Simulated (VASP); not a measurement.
A run of VASP 6.6.1:

The input INCAR:

```
SYSTEM = Os
PREC = Accurate ; ENCUT = 520
EDIFF = 1E-7 ; ISMEAR = 0
SIGMA = 0.15 ; LREAL = .False.
LASPH = .True. ; NELM = 80
ALGO = Fast ; ISIF = 2
LWAVE = .False. ; LCHARG = .False.
GGA = PS ; NBANDS = 10
```

Contents of KPOINTS:

```
Automatic mesh
0
Gamma
  24 24 24
  0 0 0
```

File POSCAR:

```
Os
1.0
   -0.0929891056      1.8996345854      1.8996345854
    1.8996345854     -0.0929891056      1.8996345854
    1.8996345854      1.8996345854     -0.0929891056
Os
1
Direct
    0.0000000000      0.0000000000      0.0000000000
```

Potentials or basis: VASP PAW PBE potentials, release 64 (Os).

Run with:

```bash
$ cat potpaw_PBE.64/Os/POTCAR > POTCAR
$ mpirun -np 1 vasp_std > vasp.out
```

Hardware: 1 thread of Intel(R) Xeon(R) 6975P-C (Granite Rapids), on a shared host.

**Question.** How long does it take, and how much memory?

**Answer.** Wall time 66 s on 1 thread of Intel(R) Xeon(R) 6975P-C (Granite Rapids) (shared host), peak memory 0.31 GiB. Counts: scf iterations 15, k points 1313.
